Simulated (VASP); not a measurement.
# AlNi3 (Pm-3m) in VASP: single point with PBE

Aim: the single point of AlNi3 with PBE.

Program: VASP 6.6.1. These are calculated values, not measurements. Logs are shortened: lines on timing, memory, paths and dates and some standing lists are left out, and cuts for length are marked.

## (1) The cell of the first run

It takes space group Pm-3m (No. 221, cubic). Conventional cell: a = 3.568 Å, b = 3.568 Å, c = 3.568 Å, α = 90.00°, β = 90.00°, γ = 90.00°. Al (site symmetry m-3m) has 12 Ni at 2.52 Å within 3.3 Å. Ni (site symmetry 4/mmm) has 4 Al at 2.52 Å and 8 Ni at 2.52 Å within 3.3 Å.

## (2) Single point, PBE, collinear spin, ferromagnetic start

INCAR reads:

```
SYSTEM = AlNi3
ALGO = Fast
EDIFF = 1E-7
ENCUT = 520
GGA = PE
ISIF = 2
ISMEAR = 0
ISPIN = 2
LASPH = .True.
LCHARG = .False.
LMAXMIX = 4
LORBIT = 11
LREAL = .False.
LWAVE = .False.
MAGMOM = 0 0.5 0.5 0.5
NBANDS = 28
NELM = 150
PREC = Accurate
SIGMA = 0.1
```

KPOINTS reads:

```
k-points
0
Gamma
  10 10 10
  0 0 0
```

POSCAR reads:

```
AlNi3
1.0
    3.5680000000      0.0000000000      0.0000000000
    0.0000000000      3.5680000000      0.0000000000
    0.0000000000      0.0000000000      3.5680000000
Al Ni
1 3
Direct
    0.0000000000      0.0000000000      0.0000000000
    0.0000000000      0.5000000000      0.5000000000
    0.5000000000      0.0000000000      0.5000000000
    0.5000000000      0.5000000000      0.0000000000
```

Potentials or basis: VASP PAW PBE potentials, release 64 (Al, Ni).

Command:

```
cat potpaw_PBE.64/Al/POTCAR potpaw_PBE.64/Ni/POTCAR > POTCAR
mpirun -np 1 vasp_std > vasp.out
```

OUTCAR:

```text
SYSTEM = AlNi3
   EDIFF = 1E-7
   ENCUT = 520
   GGA = PE
   ISIF = 2
   ISMEAR = 0
   ISPIN = 2
   LASPH = .True.
   LORBIT = 11
   LREAL = .False.
   NELM = 150
   PREC = Accurate

 ion  position               nearest neighbor table
   1  0.000  0.000  0.000-   2 2.52   3 2.52   4 2.52   2 2.52   3 2.52   2 2.52   4 2.52   2 2.52
                             3 2.52   4 2.52   3 2.52   4 2.52
   2  0.000  0.500  0.500-   1 2.52   3 2.52   4 2.52   1 2.52   4 2.52   1 2.52   3 2.52   1 2.52
                             3 2.52   4 2.52   4 2.52   3 2.52
   3  0.500  0.000  0.500-   1 2.52   2 2.52   4 2.52   1 2.52   4 2.52   2 2.52   4 2.52   4 2.52
                             1 2.52   2 2.52   1 2.52   2 2.52
   4  0.500  0.500  0.000-   1 2.52   2 2.52   3 2.52   2 2.52   3 2.52   1 2.52   3 2.52   3 2.52
                             1 2.52   2 2.52   2 2.52   1 2.52

  LATTYP: Found a simple cubic cell.
 ALAT       =     3.5680000000

  Lattice vectors:

 A1 = (   3.5680000000,   0.0000000000,   0.0000000000)
 A2 = (   0.0000000000,   3.5680000000,   0.0000000000)
 A3 = (   0.0000000000,   0.0000000000,   3.5680000000)

Analysis of symmetry for initial positions (statically):
=====================================================================
 Subroutine PRICEL returns:
 Original cell was already a primitive cell.

 Routine SETGRP: Setting up the symmetry group for a
 simple cubic supercell.

 Subroutine GETGRP returns: Found 48 space group operations
 (whereof 48 operations were pure point group operations)
 out of a pool of 48 trial point group operations.

The static configuration has the point symmetry O_h .

Analysis of symmetry for dynamics (positions and initial velocities):
=====================================================================
 Subroutine PRICEL returns:
 Original cell was already a primitive cell.

 Routine SETGRP: Setting up the symmetry group for a
 simple cubic supercell.

 Subroutine GETGRP returns: Found 48 space group operations
 (whereof 48 operations were pure point group operations)
 out of a pool of 48 trial point group operations.

The dynamic configuration has the point symmetry O_h .

Analysis of structural, dynamic, and magnetic symmetry:
=====================================================================
 Subroutine PRICEL returns:
 Original cell was already a primitive cell.

 Routine SETGRP: Setting up the symmetry group for a
 simple cubic supercell.

 Subroutine GETGRP returns: Found 48 space group operations
 (whereof 48 operations were pure point group operations)
 out of a pool of 48 trial point group operations.

[... 135 lines left out ...]
 spin polarized calculation
 RMM-DIIS sequential band-by-band and
 Gauss-broadening in eV      SIGMA  =   0.10
  energy-cutoff  :      520.00
  volume of cell :       45.42
 maximum number of plane-waves:      1246
 NGX is ok and might be reduce to    28
   NGX = 13   NGY = 13   NGZ = 13

 number of electron      33.0000022 magnetization       0.7186653

 Free energy of the ion-electron system (eV)
  ---------------------------------------------------
  ext. energy  EPLUGINS =         0.00000000
  ---------------------------------------------------
  free energy    TOTEN  =       -21.90465032 eV

  energy without entropy =      -21.88748578  energy(sigma->0) =      -21.89606805

 E-fermi :   9.4156     XC(G=0): -12.6495

 val. band max:        9.4152127293   @ k =   0.3000   0.2000   0.1000
 cond. band min:       9.4169166059   @ k =   0.1000   0.0000   0.0000
 fundamental gap:      0.0017038765
 Fermi energy:         9.4156063466

 spin component 1

 k-point     1 :       0.0000    0.0000    0.0000
  band No.  band energies     occupation
      1      -0.4927      1.00000
      2       5.1548      1.00000
      3       5.8117      1.00000
      4       5.8117      1.00000
      5       6.1527      1.00000
      6       6.1527      1.00000
[... 733 lines left out ...]
     27      22.0809      0.00000
     28      24.1179      0.00000

 [... further k-points ...]

 spin component 2

 k-point     1 :       0.0000    0.0000    0.0000
  band No.  band energies     occupation
      1      -0.5235      1.00000
      2       5.2335      1.00000
      3       5.9649      1.00000
      4       5.9649      1.00000
      5       6.4439      1.00000
      6       6.4439      1.00000
[... 733 lines left out ...]
     27      22.1082      0.00000
     28      24.1211      0.00000

 [... further k-points ...]

------------------------ aborting loop because EDIFF is reached ----------------------------------------

  FORCE on cell =-STRESS in cart. coord.  units (eV):
  Direction    XX          YY          ZZ          XY          YZ          ZX
  --------------------------------------------------------------------------------------
  -------------------------------------------------------------------------------------
  Total       -0.0420482     -0.0420482     -0.0420482      0.0000000     -0.0000000      0.0000000
  in kB       -1.4831444     -1.4831444     -1.4831444      0.0000000     -0.0000000      0.0000000
  external PRESSURE =      -1.4831444 kB  Pullay stress =       0.0000000 kB

 VOLUME and BASIS-vectors are now :
 -----------------------------------------------------------------------------
  energy-cutoff  :      520.00
  volume of cell :       45.42
      direct lattice vectors                 reciprocal lattice vectors
     3.568000000  0.000000000  0.000000000     0.280269058  0.000000000  0.000000000
     0.000000000  3.568000000  0.000000000     0.000000000  0.280269058  0.000000000
     0.000000000  0.000000000  3.568000000     0.000000000  0.000000000  0.280269058

 POSITION                                       TOTAL-FORCE (eV/Angst)
 -----------------------------------------------------------------------------------
      0.00000      0.00000      0.00000         0.000000      0.000000      0.000000
      0.00000      1.78400      1.78400         0.000000      0.000000      0.000000
      1.78400      0.00000      1.78400         0.000000      0.000000      0.000000
      1.78400      1.78400      0.00000         0.000000      0.000000      0.000000
 -----------------------------------------------------------------------------------
    total drift:                                0.000000      0.000000      0.000000

  FREE ENERGIE OF THE ION-ELECTRON SYSTEM (eV)
  ---------------------------------------------------
  free  energy   TOTEN  =       -21.9046503178 eV

  energy  without entropy=      -21.8874857786  energy(sigma->0) =      -21.89606805

 total charge

# of ion       s       p       d       tot
------------------------------------------
    1        0.408   0.389   0.000   0.797
    2        0.490   0.511   8.376   9.378
    3        0.490   0.511   8.376   9.378
    4        0.490   0.511   8.376   9.378
--------------------------------------------------
tot          1.879   1.923  25.129  28.931

 magnetization (x)

# of ion       s       p       d       tot
------------------------------------------
    1       -0.001  -0.008   0.000  -0.009
    2       -0.003  -0.010   0.270   0.257
    3       -0.003  -0.010   0.270   0.257
    4       -0.003  -0.010   0.270   0.257
--------------------------------------------------
tot         -0.010  -0.037   0.810   0.763
```

stdout:

```text
POSCAR found type information on POSCAR AlNi
 POSCAR found :  2 types and       4 ions
 scaLAPACK will be used
 LDA part: xc-table for (Slater+PW92), standard interpolation
 POSCAR, INCAR and KPOINTS ok, starting setup
 FFT: planning ... GRIDC
 FFT: planning ... GRID_SOFT
 FFT: planning ... GRID
 WAVECAR not read
 entering main loop
WARNING in EDDRMM: call to ZHEGV failed, returncode =   6  3     25
 num prob RMM:  17    -0.219046503178E+02   -0.52210E-08   -0.19234E-07  4611   0.312E-03
```

It took 3.2 min on 1 thread of AMD EPYC 7R43 (Zen 3), shared host; peak memory 0.2 GiB.

What came out:

| Property | Result |
| --- | --- |
| Free energy | -21.9047 eV |
| Pressure | -0.1 GPa |
| Net moment | 0.72 μB per cell |
| Site moments | Al -0.01; Ni +0.26 μB |
| Valence electrons inside the program's atomic spheres | Al 0.80; Ni 9.38 |

Levels at points of the mesh, in eV from the Fermi level:
Spin up:
```csv
k point,band 15,band 16,band 17,band 18,band 19,band 20
"(0.00, 0.00, 0.00)",-0.10,-0.10,0.87,0.87,0.87,6.51
"(0.50, 0.00, 0.00)",-1.04,-0.51,-0.10,5.45,5.45,5.56
"(0.50, 0.50, 0.00)",-0.99,-0.96,-0.58,0.81,0.81,8.07
"(0.50, 0.50, 0.50)",-1.06,-0.27,-0.27,-0.27,-0.15,3.31
```
Spin down:
```
           k point  band 12  band 13  band 14  band 15  band 16  band 17  band 18  band 19  band 20  band 21
(0.00, 0.00, 0.00)    -0.39     0.01     0.34     0.34     0.34     0.83     0.83     0.83     6.60     6.60
(0.50, 0.00, 0.00)    -1.01    -0.91    -0.91    -0.80    -0.32     0.34     5.50     5.50     5.61     5.61
(0.50, 0.50, 0.00)    -1.11    -1.11    -1.07    -0.77    -0.57    -0.44     1.10     1.10     8.09     8.17
(0.50, 0.50, 0.50)    -1.13    -1.13    -0.88    -0.88    -0.17     0.11     0.11     0.11     3.41     4.18
```
